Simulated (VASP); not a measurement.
Wanted: the native input for a VASP 6.6.1 run.

- Task: single point
- Functional: PBEsol
- Potentials or basis: VASP PAW PBE potentials, release 64 (Ga_d, Sb)
- Cutoff: 500 eV
- k mesh: 12 × 12 × 12
- Occupations: gaussian, width 0.1 eV
- Spin: no spin polarisation
- Dipole correction: no
- Further INCAR settings: ALGO = Normal; EDIFF = 1e-06; NBANDS = 16

The structure of GaSb lies in POSCAR:

```
GaSb
1.0
    0.0000000000      3.1542498523      3.1542498523
    3.1542498523      0.0000000000      3.1542498523
    3.1542498523      3.1542498523      0.0000000000
Ga Sb
1 1
Direct
    0.0000000000      0.0000000000      0.0000000000
    0.2500000000      0.2500000000      0.2500000000
```

This cell differs from its parent crystal: volume scaled by 1.10.

One way to write it, as run:

INCAR

```
PREC = Accurate
ENCUT = 500
EDIFF = 1E-6
ISMEAR = 0
SIGMA = 0.1
LREAL = F
LASPH = T
NELM = 120
ALGO = Normal
ISIF = 2
LWAVE = F
LCHARG = F
GGA = PS
NBANDS = 16
GGA_COMPAT = F
```

KPOINTS

```
regular mesh
0
Gamma
  12 12 12
```

Potentials or basis: VASP PAW PBE potentials, release 64 (Ga_d, Sb).

Command:

```console
$ cat potpaw_PBE.64/Ga_d/POTCAR potpaw_PBE.64/Sb/POTCAR > POTCAR
$ mpirun -np 1 vasp_std > vasp.out
```

Results of the run:

```yaml
Pressure: -3.9 GPa
Band_gap_on_the_k_mesh: zero (filled and empty bands touch)
```

Caveat: the PAW data sets were made with another functional, which shifts forces and pressure a little; spin-orbit coupling is left out, which moves the levels of the heavy elements.

Wall time 64 s on 1 thread of Intel(R) Xeon(R) Platinum 8259CL CPU @ 2.50GHz (Skylake/Cascade Lake), on a shared host, peak memory 0.24 GiB.
